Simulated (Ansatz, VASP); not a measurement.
# Two plane-wave programs on MgO

The input INCAR:

```
SYSTEM = MgO
PREC     = Accurate       ! precision mode
ENCUT    = 600            ! plane-wave cutoff, eV
EDIFF    = 1E-6           ! SCF threshold, eV
ISMEAR   = 0              ! smearing method
SIGMA    = 0.01           ! smearing width, eV
LREAL    = .False.        ! projectors in reciprocal space
LASPH    = .True.         ! aspherical terms in the spheres
NELM     = 120            ! most SCF steps
ALGO     = Normal         ! electronic algorithm
ISIF     = 2              ! what is computed and relaxed
LWAVE    = .False.        ! write WAVECAR
LCHARG   = .True.         ! write CHGCAR
GGA      = PS             ! functional
LELF     = .True.         ! ELF
LVHAR    = .True.       
NBANDS   = 11             ! bands
GGA_COMPAT= .False.
```

The input KPOINTS:

```
Automatic mesh
0
Gamma
  10 10 10
  0 0 0
```

The input POSCAR:

```
MgO
1.0
    0.0000000000      1.6927255444      1.6927255444
    1.6927255444      0.0000000000      1.6927255444
    1.6927255444      1.6927255444      0.0000000000
Mg O
1 1
Direct
    0.0000000000      0.0000000000      0.0000000000
    0.5000000000      0.5000000000      0.5000000000
```

Input for Ansatz:

```yaml
crystal:
  lattice:
    - [0.0, 1.6927255444, 1.6927255444]
    - [1.6927255444, 0.0, 1.6927255444]
    - [1.6927255444, 1.6927255444, 0.0]
  atoms:
    - { symbol: Mg, position: [0.0, 0.0, 0.0] }
    - { symbol: O, position: [0.5, 0.5, 0.5] }
scf:
  occupations: { method: fixed }
output:
  forces: true
  stress: true
  eigenvalues: true
hamiltonian:
  xc: pbesol
basis:
  ecutwfc: 700
kpoints:
  mp_grid: { grid: [10, 10, 10] }
```

Alike in both runs: task single point; functional PBEsol; k mesh 10 × 10 × 10; no spin polarisation.

```csv
,VASP,Ansatz
version,VASP 6.6.1,Ansatz 0.2.0
potentials or method,"VASP PAW PBE potentials, release 64 (Mg, O), cutoff 600 eV","scalar-relativistic, plane waves, PAW"
occupations,"gaussian, width 0.01 eV",fixed
valence electrons in the cell,8,16
```

Ansatz gave:

- gap on the k mesh at the Fermi level (eV): 8.54
- least direct gap on the mesh (eV): 10.96

What did VASP give for the same quantities?

gap on the k mesh at the Fermi level (eV): 8.46; least direct gap on the mesh (eV): 10.91.

VASP's potentials were made for PBE, not for PBEsol. VASP's potentials hold 8 valence electrons a cell and Ansatz's 16, so a difference there can come from the potentials and not from the codes.
